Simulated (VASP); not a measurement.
Write the native input for VASP 6.6.1 that does the following.

| Property | Result |
| --- | --- |
| Task | single point |
| Functional | PBE |
| Potentials or basis | VASP PAW PBE potentials, release 64 (Ag) |
| Cutoff | 520 eV |
| k mesh | 14 × 10 × 1 |
| Occupations | fermi-dirac, width 0.08 eV |
| Spin | no spin polarisation |
| Dipole correction | no |
| Further INCAR settings | ALGO = Normal; EDIFF = 1e-06; NBANDS = 36 |

The structure of Ag lies in POSCAR:

```
Ag
1.0
    2.9333909044      0.0000000000      0.0000000000
    0.0000000000      4.1484412008      0.0000000000
    0.0000000000      0.0000000000     21.8668000000
Ag
5
Direct
    0.0000000000      0.0000000000      0.3693695523
    0.5000000000      0.5000000000      0.4309424661
    0.0000000000      0.0000000000      0.5000000001
    0.5000000000      0.5000000000      0.5690575337
    0.0000000000      0.0000000000      0.6306304477
```

The input as run:

INCAR

```
ALGO = Normal ; EDIFF = 1E-6
ENCUT = 520 ; GGA = PE
ISIF = 2 ; ISMEAR = -1
LASPH = True ; LCHARG = True
LELF = True ; LREAL = False
LVHAR = True ; LWAVE = False
NBANDS = 36 ; NELM = 60
PREC = Accurate ; SIGMA = 0.08
```

KPOINTS

```
k-points
0
Gamma
  14 10 1
```

Potentials or basis: VASP PAW PBE potentials, release 64 (Ag).

Launch:

```bash
$ cat potpaw_PBE.64/Ag/POTCAR > POTCAR
$ mpirun -np 1 vasp_std > vasp.out
```

It gave:

| Item | Value |
| --- | --- |
| Largest force | 0.012 eV/Å |
| Band gap on the k mesh | zero (an odd number of electrons rules out a gap without spin polarisation) |

Caveat: there is no dipole correction, which matters where the two faces differ.

Wall time 4.8 min on 1 thread of Intel(R) Xeon(R) 6975P-C (Granite Rapids) (shared host), peak memory 0.54 GiB.
